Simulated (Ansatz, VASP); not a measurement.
**TePb in VASP and in Ansatz**

The input INCAR:

```
SYSTEM = TePb
  ALGO = Normal
  EDIFF = 1E-6
  ENCUT = 520
  GGA = PE
  ISIF = 2
  ISMEAR = 0
  LASPH = .True.
  LCHARG = .True.
  LELF = .True.
  LREAL = .False.
  LVHAR = .True.
  LWAVE = .False.
  NBANDS = 17
  NELM = 100
  PREC = Accurate
  SIGMA = 0.05
```

The input KPOINTS:

```
k-points
0
Gamma
  8 8 8
  0 0 0
```

File POSCAR:

```
TePb
1.0
    0.1210125000      3.2270000000      3.2270000000
    3.3480125000      0.0000000000      3.3480125000
    3.2270000000      3.2270000000      0.1210125000
Te Pb
1 1
Direct
    0.5000000000      0.5000000000      0.5000000000
    0.0000000000      0.0000000000      0.0000000000
```

Input for Ansatz:

```yaml
crystal:
  lattice:
    - [0.1210125, 3.227, 3.227]
    - [3.3480125, 0.0, 3.3480125]
    - [3.227, 3.227, 0.1210125]
  atoms:
    - { symbol: Te, position: [0.5, 0.5, 0.5] }
    - { symbol: Pb, position: [0.0, 0.0, 0.0] }
basis:
  ecutwfc: 420
kpoints:
  mp_grid: { grid: [8, 8, 8] }
hamiltonian:
  xc: pbe
scf:
  occupations: { method: gaussian, width: 0.05 }
output:
  forces: true
  stress: true
  eigenvalues: true
```

Change from the starting cell: strain +0.0750 x Voigt [0, 0, 0, 0, 1, 0], atoms carried along.

Alike in both runs: task single point; functional PBE; k mesh 8 × 8 × 8; occupations gaussian, width 0.05 eV; no spin polarisation.

|  | VASP | Ansatz |
| --- | --- | --- |
| version | VASP 6.6.1 | Ansatz 0.2.0 |
| potentials or method | VASP PAW PBE potentials, release 64 (Te, Pb_d), cutoff 520 eV | scalar-relativistic, plane waves, PAW |
| valence electrons in the cell | 20 | 30 |

```tsv
	VASP	Ansatz	Ansatz less VASP
gap on the k mesh at the Fermi level (eV)	0.30	0.30	-0.004
least direct gap on the mesh (eV)	0.63	0.62	-0.004
pressure (GPa)	2.3	2.3	+0.06
traceless stress, the component that is largest in VASP (GPa)	-1.06	-1.06	+0.001
```

With one functional, cell and mesh, what is left measures potentials, basis and numerics. VASP's potentials hold 20 valence electrons a cell and Ansatz's 30, so a difference there can come from the potentials and not from the codes.

Neither program's run includes spin-orbit coupling.
